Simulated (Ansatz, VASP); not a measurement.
## One calculation of Hf4Si3O16, two programs

Contents of INCAR:

```
PREC = Accurate
ENCUT = 520
EDIFF = 1E-6
ISMEAR = -1
SIGMA = 0.01
LREAL = F
LASPH = T
NELM = 120
ALGO = Normal
ISIF = 2
LWAVE = F
LCHARG = T
GGA = PE
LELF = T
LVHAR = T
NBANDS = 91
GGA_COMPAT = F
```

KPOINTS

```
regular mesh
0
Gamma
  1 1 1
```

File POSCAR:

```
Hf4Si3O16
1.0
    6.6465279248      0.0000000000      0.0000000000
    0.0000000000      6.6465279248      0.0000000000
    0.0000000000      0.0000000000      6.0147349639
Hf Si O
4 3 16
Direct
    0.0001146635     -0.0003855275     -0.0078740795
    0.5306435146      0.4952386898      0.5216155983
   -0.0579554471      0.5024910558      0.2182010364
    0.5013785292      0.0131837605      0.7501842894
    0.0122030117      0.4941249701      0.7501959767
    0.5010432769      0.0011906628      0.2429683597
   -0.0044217134      0.0016884718      0.4890531149
   -0.0121857670      0.8213886375      0.3003712293
    0.5555148521      0.3145066651      0.8168138250
    0.2173442179      0.4246618942      0.6085459722
    0.6836963042      0.0011243040      0.0607279026
    0.3138562187      0.0082287452      0.0655319705
    0.8475490177      0.5145996219      0.5579669190
   -0.0155600165      0.1878712530      0.3100273593
    0.4921119710      0.7063658969      0.7704104069
    0.2327252780      0.5144177663      0.3853450983
    0.8190688654     -0.0040613849      0.6783393895
    0.0153823515      0.6809487661      0.9229418524
    0.5022071863      0.1797979072      0.4281482318
   -0.0024483399      0.3146509403      0.9304756260
    0.5250768656      0.8045291281      0.4074090451
    0.1839302290     -0.0012667652      0.6667347321
    0.6486562488      0.5054283408      0.1928834880
```

Input for Ansatz:

```yaml
crystal:
  checkpoint: "../q0.relax.run"
  host: checkpoint
basis:
  ecutwfc: 420
  xc_grid: 2
hamiltonian:
  xc: pbe
  pseudopotentials: { kind: paw, azcp: { folder: soft_1 } }
kpoints:
  mp_grid: { grid: [1, 1, 1] }
scf:
  occupations: { method: fermi_dirac, width: 0.01 }
  max_iter: 60
output:
  forces: true
  eigenvalues: true
  charged_corrections:
    epsilon: [3.87, 3.87, 4.12]
    static_epsilon: [12.69, 12.69, 12.49]
    defect_position: [0.5, 0.5, 0.0]
checkpoint:
  read: "../q0.relax.run"
  write: "../q0.s2.run"
  compress: false
  write_wavefunctions: false
  write_every: 100000
```

Alike in both runs: task single point; functional PBE; k mesh 1 × 1 × 1; occupations fermi-dirac, width 0.01 eV; no spin polarisation.

```csv
,VASP,Ansatz
version,VASP 6.6.1,Ansatz 0.2.0
potentials or method,"VASP PAW PBE potentials, release 64 (Hf_pv, Si, O), cutoff 520 eV",plane-wave PAW DFT
valence electrons in the cell,148,212
```

```tsv
	VASP	Ansatz	Ansatz less VASP
rms of the force components (eV/Å)	0.280	0.307	+0.0275
```

Atom by atom the forces differ by 0.086 eV/Å (rms over components). VASP's potentials hold 148 valence electrons a cell and Ansatz's 212, so a difference there can come from the potentials and not from the codes.

Spin-orbit coupling is off throughout.
